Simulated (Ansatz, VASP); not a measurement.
## Si4Cl in VASP and in Ansatz

```
CELL_PARAMETERS angstrom
-2.20228 2.20228 4.59558
2.20228 -2.20228 4.59558
2.20228 2.20228 -4.59558
ATOMIC_POSITIONS crystal
Si 0.25000 0.75000 0.50000
Si 0.75000 0.25000 0.50000
Si 0.37216 0.37216 0.00000
Si 0.62784 0.62784 0.00000
Cl 0.00000 0.00000 0.00000
```

Change from the starting cell: species swapped into the SrAl4 type (I4/mmm, No. 139).

Alike in both runs: functional PBE; k mesh 5 × 5 × 5; occupations gaussian, width 0.2 eV; no spin polarisation.

Ansatz relaxed the structure, and its values are those at the end. VASP's run is a single point on that final structure, the one shown.

|  | VASP | Ansatz |
| --- | --- | --- |
| version | VASP 6.6.1 | Ansatz 0.2.0 |
| potentials or method | VASP PAW PBE potentials, release 64 (Si, Cl), cutoff 500 eV | scalar-relativistic, plane waves, PAW |
| valence electrons in the cell | 23 | 23 |

```csv
,VASP,Ansatz,Ansatz less VASP
gap on the k mesh at the Fermi level (eV),none,none,-
pressure (GPa),0.1,0.2,+0.08
rms of the force components (eV/Å),0.017,0.017,-0.0001
```

A gap of «none» marks a metal or a gap that the smearing closes. With one functional, cell and mesh, what is left measures potentials, basis and numerics.

The k mesh is coarse, so the values compare programs but aren't converged.
